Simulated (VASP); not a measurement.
# ZrS (Fm-3m) in VASP: a series of runs

ZrS is run at these levels: PBEsol; tasks: single point.

All numbers are computed with VASP 6.6.1; they aren't measurements. Logs are shortened: lines on timing, memory, paths and dates and some standing lists are left out, and cuts for length are marked.

## (1) The cell of the first run

Symmetry: Fm-3m, No. 225, cubic system. The conventional cell has a = 5.285 Å, b = 5.285 Å, c = 5.285 Å, α = 90.00°, β = 90.00°, γ = 90.00°. Within 3.5 Å of Zr (site symmetry m-3m) lie 6 S at 2.64 Å. Within 3.5 Å of S (site symmetry m-3m) lie 6 Zr at 2.64 Å.

## (2) Single point, PBEsol (volume scaled by 1.02)

File INCAR:

```
ALGO = Normal
EDIFF = 1E-6
ENCUT = 520
GGA = PS
ISIF = 2
ISMEAR = -1
LASPH = T
LCHARG = F
LREAL = F
LWAVE = F
NBANDS = 16
NELM = 100
PREC = Accurate
SIGMA = 0.05
```

File KPOINTS:

```
k-points
0
Gamma
  9 9 9
```

File POSCAR:

```
ZrS
1.0
    0.0000000000      2.6423846126      2.6423846126
    2.6423846126      0.0000000000      2.6423846126
    2.6423846126      2.6423846126      0.0000000000
Zr S
1 1
Direct
    0.0000000000      0.0000000000      0.0000000000
    0.5000000000      0.5000000000      0.5000000000
```

Potentials or basis: VASP PAW PBE potentials, release 64 (Zr_sv, S).

On the command line:

```console
> cat potpaw_PBE.64/Zr_sv/POTCAR potpaw_PBE.64/S/POTCAR > POTCAR
> mpirun -np 1 vasp_std > vasp.out
```

OUTCAR:

```text
EDIFF = 1E-6
   ENCUT = 520
   GGA = PS
   ISIF = 2
   ISMEAR = -1
   LASPH = T
   LREAL = F
   NELM = 100
   PREC = Accurate

 ion  position               nearest neighbor table
   1  0.000  0.000  0.000-   2 2.64   2 2.64   2 2.64   2 2.64   2 2.64   2 2.64
   2  0.500  0.500  0.500-   1 2.64   1 2.64   1 2.64   1 2.64   1 2.64   1 2.64

  LATTYP: Found a face centered cubic cell.
 ALAT       =     5.2847692252

  Lattice vectors:

 A1 = (   0.0000000000,   2.6423846126,   2.6423846126)
 A2 = (   2.6423846126,   0.0000000000,   2.6423846126)
 A3 = (   2.6423846126,   2.6423846126,   0.0000000000)

Analysis of symmetry for initial positions (statically):
=====================================================================
 Subroutine PRICEL returns:
 Original cell was already a primitive cell.

 Routine SETGRP: Setting up the symmetry group for a
 face centered cubic supercell.

 Subroutine GETGRP returns: Found 48 space group operations
 (whereof 48 operations were pure point group operations)
 out of a pool of 48 trial point group operations.

The static configuration has the point symmetry O_h .

Analysis of symmetry for dynamics (positions and initial velocities):
=====================================================================
 Subroutine PRICEL returns:
 Original cell was already a primitive cell.

 Routine SETGRP: Setting up the symmetry group for a
 face centered cubic supercell.

 Subroutine GETGRP returns: Found 48 space group operations
 (whereof 48 operations were pure point group operations)
 out of a pool of 48 trial point group operations.

The dynamic configuration has the point symmetry O_h .

 Subroutine INISYM returns: Found 48 space group operations
 (whereof 48 operations are pure point group operations),
 and found     1 'primitive' translations

----------------------------------------------------------------------------------------

                                     Primitive cell

  volume of cell :      36.8993

  direct lattice vectors                    reciprocal lattice vectors
     0.000000000  2.642384613  2.642384613    -0.189223021  0.189223021  0.189223021
     2.642384613  0.000000000  2.642384613     0.189223021 -0.189223021  0.189223021
     2.642384613  2.642384613  0.000000000     0.189223021  0.189223021 -0.189223021

  length of vectors
     3.736896156  3.736896156  3.736896156     0.327743887  0.327743887  0.327743887

  position of ions in fractional coordinates (direct lattice)
     0.000000000  0.000000000  0.000000000
     0.500000000  0.500000000  0.500000000

  ion indices of the primitive-cell ions
   primitive index   ion index
                 1           1
                 2           2

----------------------------------------------------------------------------------------

 KPOINTS: k-points

Automatic generation of k-mesh.
 Grid dimensions read from file:
 generate k-points for:    9    9    9

 Generating k-lattice:

  Cartesian coordinates                     Fractional coordinates (reciprocal lattice)
    -0.021024780  0.021024780  0.021024780     0.111111111  0.000000000  0.000000000
     0.021024780 -0.021024780  0.021024780     0.000000000  0.111111111  0.000000000
     0.021024780  0.021024780 -0.021024780     0.000000000  0.000000000  0.111111111

  Length of vectors
     0.036415987  0.036415987  0.036415987

  Shift w.r.t. Gamma in fractional coordinates (k-lattice)
     0.000000000  0.000000000  0.000000000

 Subroutine IBZKPT returns following result:
 ===========================================

 Found     35 irreducible k-points:

 Following reciprocal coordinates:
            Coordinates               Weight
  0.000000  0.000000  0.000000      1.000000
  0.111111  0.000000  0.000000      8.000000
  0.222222  0.000000  0.000000      8.000000
  0.333333  0.000000  0.000000      8.000000
  0.444444  0.000000  0.000000      8.000000
  0.111111  0.111111  0.000000      6.000000
[... 16 lines left out ...]
 -0.333333  0.333333  0.000000     12.000000
  0.444444  0.444444  0.000000      6.000000
 [... further k-points ...]
   k-points           NKPTS =     35   k-points in BZ     NKDIM =     35   number of bands    NBANDS=     16
   number of dos      NEDOS =    301   number of ions     NIONS =      2
   total plane-waves  NPLWV =  21952
   dimension x,y,z NGX =    28 NGY =   28 NGZ =   28
   dimension x,y,z NGXF=    56 NGYF=   56 NGZF=   56
   ions per type =               1   1
   NGX,Y,Z   is equivalent  to a cutoff of  12.46, 12.46, 12.46 a.u.
   NGXF,Y,Z  is equivalent  to a cutoff of  24.91, 24.91, 24.91 a.u.
 SYSTEM =  unknown system
   PREC   = accura    normal or accurate (medium, high low for compatibility)
   ISTART =      0    job   : 0-new  1-cont  2-samecut
   ICHARG =      2    charge: 1-file 2-atom 10-const
   ISPIN  =      1    spin polarized calculation?
   LNONCOLLINEAR =      F non collinear calculations
   LSORBIT =      F    spin-orbit coupling
   LASPH  =      T    aspherical Exc in radial PAW
   ENCUT  =  520.0 eV  38.22 Ry    6.18 a.u.   6.95  6.95  6.95*2*pi/ulx,y,z
   NELM   =    100;   NELMIN=  2; NELMDL= -5     # of ELM steps
   EDIFF  = 0.1E-05   stopping-criterion for ELM
   LREAL  =      F    real-space projection
[... 7 lines left out ...]
   TEBEG  =    0.0;   TEEND  =   0.0 temperature during run
   PSTRESS=    0.0 pullay stress
   NELECT =      18.0000    total number of electrons
   NUPDOWN=      -1.0000    fix difference up-down
   EMIN   =  10.00;   EMAX   =-10.00  energy-range for DOS
   EFERMI =   0.00;   METHOD = LEGACY
   ISMEAR =    -1;   SIGMA  =   0.05  broadening in eV -4-tet -1-fermi 0-gaus
   EFERMI_NEDOS =   21; number of points for ismear=-14 and -15
   IALGO  =     38    algorithm
   IMIX   =      4    mixing-type and parameters
     AMIX     =   0.40;   BMIX     =  1.00
     AMIX_MAG =   1.60;   BMIX_MAG =  1.00
  volume/ion in A,a.u.               =      18.45       124.50
  Fermi-wavevector in a.u.,A,eV,Ry     =   1.288723  2.435334 22.596657  1.660807
  Thomas-Fermi vector in A             =   2.420660
   LORBIT       =      0    0 simple, 1 ext, 2 COOP (PROOUT), +10 PAW based schemes
   GGA     = PS    functional components
   LHFCALC =     F    Hartree Fock is set to
   AEXX    =    0.0000 exact exchange contribution
   IVDW    =     0    specifies the selected vdW correction
   LEPSILON=     F    determine dielectric tensor
   LRPA    =     F    only Hartree local field effects (RPA)
 non-spin polarized calculation
  energy-cutoff  :      520.00
  volume of cell :       36.90
 maximum number of plane-waves:      1018
   NGX = 13   NGY = 13   NGZ = 13

 number of electron      18.0000001 magnetization

 Free energy of the ion-electron system (eV)
  ---------------------------------------------------
  ext. energy  EPLUGINS =         0.00000000
  ---------------------------------------------------
  free energy    TOTEN  =       -16.44731071 eV

  energy without entropy =      -16.43500022  energy(sigma->0) =      -16.44115547

 E-fermi :  10.3021     XC(G=0): -11.3668

 val. band max:       10.2151622217   @ k =   0.4444   0.1111   0.0000
 cond. band min:      10.3298161503   @ k =  -0.4444   0.2222   0.1111
 fundamental gap:      0.1146539287
 Fermi energy:        10.3021354907

 k-point     1 :       0.0000    0.0000    0.0000
  band No.  band energies     occupation
      1     -39.5754      2.00000
      2     -17.5685      2.00000
      3     -17.5685      2.00000
      4     -17.5685      2.00000
      5      -5.3688      2.00000
      6       6.8505      2.00000
[... 8 lines left out ...]
     15      17.4786      0.00000
     16      22.5337      0.00000

 k-point     2 :       0.1111    0.0000    0.0000
  band No.  band energies     occupation
      1     -39.5726      2.00000
      2     -17.6075      2.00000
      3     -17.5719      2.00000
      4     -17.5719      2.00000
      5      -5.2203      2.00000
      6       6.0121      2.00000
[... 8 lines left out ...]
     15      17.9527      0.00000
     16      21.5702      0.00000

 k-point     3 :       0.2222    0.0000    0.0000
  band No.  band energies     occupation
      1     -39.5656      2.00000
      2     -17.7043      2.00000
      3     -17.5805      2.00000
      4     -17.5805      2.00000
      5      -4.8225      2.00000
      6       4.5700      2.00000
[... 8 lines left out ...]
     15      18.3415      0.00000
     16      20.2164      0.00000

 k-point     4 :       0.3333    0.0000    0.0000
  band No.  band energies     occupation
      1     -39.5577      2.00000
      2     -17.8113      2.00000
      3     -17.5902      2.00000
      4     -17.5902      2.00000
      5      -4.3165      2.00000
      6       3.2994      2.00000
[... 8 lines left out ...]
     15      18.2237      0.00000
     16      18.2237      0.00000

 k-point     5 :       0.4444    0.0000    0.0000
  band No.  band energies     occupation
      1     -39.5524      2.00000
      2     -17.8795      2.00000
      3     -17.5965      2.00000
      4     -17.5965      2.00000
      5      -3.9390      2.00000
      6       2.5378      2.00000
[... 8 lines left out ...]
     15      16.5953      0.00000
     16      16.5953      0.00000

 k-point     6 :       0.1111    0.1111    0.0000
  band No.  band energies     occupation
      1     -39.5717      2.00000
      2     -17.6053      2.00000
      3     -17.5803      2.00000
      4     -17.5803      2.00000
      5      -5.1808      2.00000
      6       5.4829      2.00000
[... 8 lines left out ...]
     15      18.1341      0.00000
     16      21.2860      0.00000
[... 267 lines left out ...]
 k-point    21 :       0.4444    0.3333    0.0000
  band No.  band energies     occupation
      1     -39.5477      2.00000
      2     -17.7977      2.00000
      3     -17.6679      2.00000
      4     -17.6524      2.00000
      5      -4.4504      2.00000
      6       3.8108      2.00000
[... 8 lines left out ...]
     15      17.8616      0.00000
     16      19.6705      0.00000

 k-point    22 :      -0.4444    0.3333    0.0000
  band No.  band energies     occupation
      1     -39.5454      2.00000
      2     -17.7951      2.00000
      3     -17.7140      2.00000
      4     -17.6462      2.00000
      5      -4.3033      2.00000
      6       3.9784      2.00000
[... 8 lines left out ...]
     15      17.4193      0.00000
     16      19.2759      0.00000

 k-point    23 :      -0.3333    0.3333    0.0000
  band No.  band energies     occupation
      1     -39.5461      2.00000
      2     -17.7753      2.00000
      3     -17.7481      2.00000
      4     -17.6281      2.00000
      5      -4.1604      2.00000
      6       3.5666      2.00000
[... 8 lines left out ...]
     15      17.3930      0.00000
     16      18.1477      0.00000

 k-point    24 :       0.4444    0.4444    0.0000
  band No.  band energies     occupation
      1     -39.5452      2.00000
      2     -17.8145      2.00000
      3     -17.6659      2.00000
      4     -17.6659      2.00000
      5      -4.5268      2.00000
      6       4.0424      2.00000
[... 8 lines left out ...]
     15      18.6233      0.00000
     16      21.0513      0.00000

 [... further k-points ...]
[... 5 lines left out ...]
  --------------------------------------------------------------------------------------
  -------------------------------------------------------------------------------------
  Total       -1.9661659     -1.9661659     -1.9661659     -0.0000000     -0.0000000     -0.0000000
  in kB      -85.3714470    -85.3714470    -85.3714470     -0.0000000     -0.0000000     -0.0000000
  external PRESSURE =     -85.3714470 kB  Pullay stress =       0.0000000 kB

 VOLUME and BASIS-vectors are now :
 -----------------------------------------------------------------------------
  energy-cutoff  :      520.00
  volume of cell :       36.90
      direct lattice vectors                 reciprocal lattice vectors
     0.000000000  2.642384613  2.642384613    -0.189223021  0.189223021  0.189223021
     2.642384613  0.000000000  2.642384613     0.189223021 -0.189223021  0.189223021
     2.642384613  2.642384613  0.000000000     0.189223021  0.189223021 -0.189223021

 POSITION                                       TOTAL-FORCE (eV/Angst)
 -----------------------------------------------------------------------------------
      0.00000      0.00000      0.00000         0.000000      0.000000      0.000000
      2.64238      2.64238      2.64238        -0.000000     -0.000000     -0.000000
 -----------------------------------------------------------------------------------
    total drift:                                0.000000      0.000000      0.000000

  FREE ENERGIE OF THE ION-ELECTRON SYSTEM (eV)
  ---------------------------------------------------
  free  energy   TOTEN  =       -16.4473107057 eV

  energy  without entropy=      -16.4350002244  energy(sigma->0) =      -16.44115547
```

Wall time 48 s (1 thread of Intel Xeon 8259CL, shared host); peak memory 0.16 GiB.

Results:

* Free energy: -16.4473 eV
* Pressure: -8.5 GPa
* Band gap on the k mesh: zero (band 9 reaches 11.46 eV, above the bottom of band 10 at 9.04 eV)

Levels at points of the mesh, in eV from the Fermi level:
| k point | band 7 | band 8 | band 9 | band 10 | band 11 | band 12 |
| --- | --- | --- | --- | --- | --- | --- |
| (0.00, 0.00, 0.00) | -3.45 | -3.45 | -1.26 | -1.26 | -1.26 | -0.61 |

Caveat: the PAW data sets were made with another functional, which shifts forces and pressure a little.

## (3) Single point, PBEsol (volume scaled by 1.06)

File INCAR:

```
PREC = Accurate ; ENCUT = 520
EDIFF = 1E-7 ; ISMEAR = -1
SIGMA = 0.05 ; LREAL = False
LASPH = True ; NELM = 100
ALGO = Normal ; ISIF = 2
LWAVE = False ; LCHARG = False
GGA = PS ; NBANDS = 16
```

File KPOINTS:

```
Automatic mesh
0
Gamma
  9 9 9
```

File POSCAR:

```
ZrS
1.0
    0.0000000000      2.6764836589      2.6764836589
    2.6764836589      0.0000000000      2.6764836589
    2.6764836589      2.6764836589      0.0000000000
Zr S
1 1
Direct
    0.0000000000      0.0000000000      0.0000000000
    0.5000000000      0.5000000000      0.5000000000
```

Potentials or basis: VASP PAW PBE potentials, release 64 (Zr_sv, S).

On the command line:

```console
> cat potpaw_PBE.64/Zr_sv/POTCAR potpaw_PBE.64/S/POTCAR > POTCAR
> mpirun -np 1 vasp_std > vasp.out
```

OUTCAR:

```text
PREC = Accurate
   ENCUT = 520
   EDIFF = 1E-7
   ISMEAR = -1
   LREAL = False
   LASPH = True
   NELM = 100
   ISIF = 2
   GGA = PS

 ion  position               nearest neighbor table
   1  0.000  0.000  0.000-   2 2.68   2 2.68   2 2.68   2 2.68   2 2.68   2 2.68
   2  0.500  0.500  0.500-   1 2.68   1 2.68   1 2.68   1 2.68   1 2.68   1 2.68

  LATTYP: Found a face centered cubic cell.
 ALAT       =     5.3529673178

  Lattice vectors:

 A1 = (   0.0000000000,   2.6764836589,   2.6764836589)
 A2 = (   2.6764836589,   0.0000000000,   2.6764836589)
 A3 = (   2.6764836589,   2.6764836589,   0.0000000000)

Analysis of symmetry for initial positions (statically):
=====================================================================
 Subroutine PRICEL returns:
 Original cell was already a primitive cell.

 Routine SETGRP: Setting up the symmetry group for a
 face centered cubic supercell.

 Subroutine GETGRP returns: Found 48 space group operations
 (whereof 48 operations were pure point group operations)
 out of a pool of 48 trial point group operations.

The static configuration has the point symmetry O_h .

Analysis of symmetry for dynamics (positions and initial velocities):
[... 153 lines left out ...]
  ---------------------------------------------------
  free energy    TOTEN  =       -16.35312327 eV

  energy without entropy =      -16.33979139  energy(sigma->0) =      -16.34645733

 E-fermi :   9.8415     XC(G=0): -11.1839

 val. band max:        9.7615842126   @ k =   0.4444   0.1111   0.0000
 cond. band min:       9.8685655695   @ k =  -0.4444   0.2222   0.1111
 fundamental gap:      0.1069813569
 Fermi energy:         9.8414878741

 k-point     1 :       0.0000    0.0000    0.0000
  band No.  band energies     occupation
      1     -40.1234      2.00000
      2     -18.1124      2.00000
      3     -18.1124      2.00000
      4     -18.1124      2.00000
      5      -5.6542      2.00000
      6       6.4035      2.00000
[... 433 lines left out ...]
      3     -18.1957      2.00000
      4     -18.1957      2.00000
      5      -4.8502      2.00000
      6       3.6686      2.00000
[... 8 lines left out ...]
     15      17.8680      0.00000
     16      20.3990      0.00000

 [... further k-points ...]
[... 5 lines left out ...]
  --------------------------------------------------------------------------------------
  -------------------------------------------------------------------------------------
  Total       -2.9483214     -2.9483214     -2.9483214      0.0000000      0.0000000      0.0000000
  in kB     -123.1860762   -123.1860762   -123.1860762      0.0000000      0.0000000      0.0000000
  external PRESSURE =    -123.1860762 kB  Pullay stress =       0.0000000 kB

 VOLUME and BASIS-vectors are now :
 -----------------------------------------------------------------------------
  energy-cutoff  :      520.00
  volume of cell :       38.35
      direct lattice vectors                 reciprocal lattice vectors
     0.000000000  2.676483659  2.676483659    -0.186812275  0.186812275  0.186812275
     2.676483659  0.000000000  2.676483659     0.186812275 -0.186812275  0.186812275
     2.676483659  2.676483659  0.000000000     0.186812275  0.186812275 -0.186812275

 POSITION                                       TOTAL-FORCE (eV/Angst)
 -----------------------------------------------------------------------------------
      0.00000      0.00000      0.00000         0.000000     -0.000000     -0.000000
      2.67648      2.67648      2.67648         0.000000      0.000000      0.000000
 -----------------------------------------------------------------------------------
    total drift:                                0.000000      0.000000      0.000000

  FREE ENERGIE OF THE ION-ELECTRON SYSTEM (eV)
  ---------------------------------------------------
  free  energy   TOTEN  =       -16.3531232701 eV

  energy  without entropy=      -16.3397913871  energy(sigma->0) =      -16.34645733
```

Run time: 49 s. Hardware: 1 thread of Intel Xeon 8259CL, shared host; peak memory 0.16 GiB.

What came out:

```
Free energy            : -16.3531 eV
Pressure               : -12.3 GPa
Band gap on the k mesh : zero (band 9 reaches 10.94 eV, above the bottom of band 10 at 8.66 eV)
```

Levels at points of the mesh, in eV from the Fermi level:
| k point | band 5 | band 6 | band 7 | band 8 | band 9 | band 10 | band 11 | band 12 | band 13 | band 14 |
| --- | --- | --- | --- | --- | --- | --- | --- | --- | --- | --- |
| (0.00, 0.00, 0.00) | -15.50 | -3.44 | -3.44 | -3.44 | -1.19 | -1.19 | -1.19 | -0.57 | -0.57 | 1.39 |

Caveat: the PAW data sets were made with another functional, which shifts forces and pressure a little.
